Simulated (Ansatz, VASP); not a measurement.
**InSb in VASP and in Ansatz**

```
In Sb
1.0
     0.00000    3.31661    3.31661
     3.31661    0.00000    3.31661
     3.31661    3.31661    0.00000
In Sb
1 1
Direct
  0.00000 0.00000 0.00000
  0.25000 0.25000 0.25000
```

Alike in both runs: task relaxation of cell and atoms; functional PBE; k mesh 14 × 14 × 14; occupations gaussian, width 0.1 eV; no spin polarisation.

|  | VASP | Ansatz |
| --- | --- | --- |
| version | VASP 6.6.1 | Ansatz 0.2.0 |
| potentials or method | VASP PAW PBE potentials, release 64 (In_d, Sb), cutoff 600 eV | scalar-relativistic, plane waves, PAW |
| valence electrons in the cell | 18 | 28 |

```tsv
	VASP	Ansatz	Ansatz less VASP
gap on the k mesh at the Fermi level, each at its own relaxed structure (eV)	none	none	-
relaxed volume (Å³/atom)	36.48	36.48	0.000
relaxed cell length with the largest relative difference (Å)	4.690	4.690	0.0000
```

A gap of «none» marks a metal or a gap that the smearing closes. VASP's potentials hold 18 valence electrons a cell and Ansatz's 28, so a difference there can come from the potentials and not from the codes.

Neither program's run includes spin-orbit coupling. Noted on VASP's run: the relaxation stopped at its first step, so nothing moved.
